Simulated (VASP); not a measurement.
Write the native input for VASP 6.6.1 that does the following.

```yaml
Task: single point
Functional: BLYP
Dispersion: D3(BJ)
Potentials_or_basis: VASP PAW PBE potentials, release 64 (Cu)
Cutoff: 600 eV
k_mesh: 13 × 13 × 13
Occupations: fermi-dirac, width 0.05 eV
Spin: no spin polarisation
Dipole_correction: no
Further_INCAR_settings: ALGO = Normal; EDIFF = 1e-06; NBANDS = 12
```

The structure of Cu lies in POSCAR:

```
Cu
1.0
    0.0000000000      1.7713084376      1.7713084376
    1.7713084376      0.0000000000      1.7713084376
    1.7713084376      1.7713084376      0.0000000000
Cu
1
Direct
    0.0000000000      0.0000000000      0.0000000000
```

The input as run:

INCAR

```
PREC = Accurate ; ENCUT = 600
EDIFF = 1E-6 ; ISMEAR = -1
SIGMA = 0.05 ; LREAL = F
LASPH = T ; NELM = 120
ALGO = Normal ; ISIF = 2
LWAVE = F ; LCHARG = F
GGA = B5 ; ALDAX = 1.0
AGGAX = 1.0 ; AGGAC = 1.0
ALDAC = 0.0 ; IVDW = 12
VDW_S6 = 1.0 ; VDW_S8 = 2.6996
VDW_A1 = 0.4298 ; VDW_A2 = 4.2359
NBANDS = 12 ; GGA_COMPAT = F
```

KPOINTS

```
Automatic mesh
0
Gamma
  13 13 13
```

Potentials or basis: VASP PAW PBE potentials, release 64 (Cu).

Launch:

```console
$ cat potpaw_PBE.64/Cu/POTCAR > POTCAR
$ mpirun -np 1 vasp_std > vasp.out
```

It gave:

The pressure is 0.7 GPa and the dispersion energy per atom is -1.405 eV.

Caveat: the PAW data sets were made with another functional, which shifts forces and pressure a little; pairwise dispersion overbinds metals, which lowers pressure and volume.

Wall time 26 s on 1 thread of Intel Xeon 8259CL, on a shared host, peak memory 0.14 GiB.
